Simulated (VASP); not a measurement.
Runs of VASP 6.6.1 on Re. The structure is that of space group Fm-3m (No. 225), or close to it. The cells are those of the table. This isn't the form of Re at room conditions, which is hcp.

```csv
cell,gap on the mesh (eV),pressure (GPa)
"a = 2.933 Å, angles 60.0°, 1 atom",none,(b)
"a = 2.758, b = 2.758, c = 2.793 Å, angles 59.6, 59.6, 60.8°, 1 atom",none,-10.5
"a = 2.689, b = 2.689, c = 2.723 Å, angles 59.6, 59.6, 60.9°, 1 atom",none,21.5
"a = 2.689, b = 2.689, c = 2.653 Å, angles 60.4, 60.4, 59.1°, 1 atom",none,35.0
"a = 2.724, b = 2.724, c = 2.653 Å, angles 60.9, 60.9, 58.3°, 1 atom",none,22.2
"a = 2.760, b = 2.760, c = 2.653 Å, angles 61.3, 61.3, 57.5°, 1 atom",none,11.1
"a = 2.758, b = 2.758, c = 2.723 Å, angles 60.4, 60.4, 59.2°, 1 atom",none,(a)
"a = 2.653 Å, angles 60.0°, 1 atom",none,(c)
"a = 2.723 Å, angles 60.0°, 1 atom",none,9.3
```

Alike in all rows: task single point; level PBEsol; potentials or basis VASP PAW PBE potentials, release 64 (Re); no spin polarisation; k mesh 20 × 20 × 20; cutoff (eV) 520; smearing gaussian 0.15 eV.

Estimate the missing entries.

(a) -1.1; (b) -50.3; (c) 49.8.

Caveats: the PAW data sets were made with another functional, which shifts forces and pressure a little; spin-orbit coupling is left out, which moves the levels of the heavy elements; the cell stands under pressure (at least some runs); the cell stands under tension (at least some runs).

A k mesh can miss the band edges, and the runs leave out spin-orbit coupling on Re.

A gap of «none» marks levels without a gap at the run's occupations.
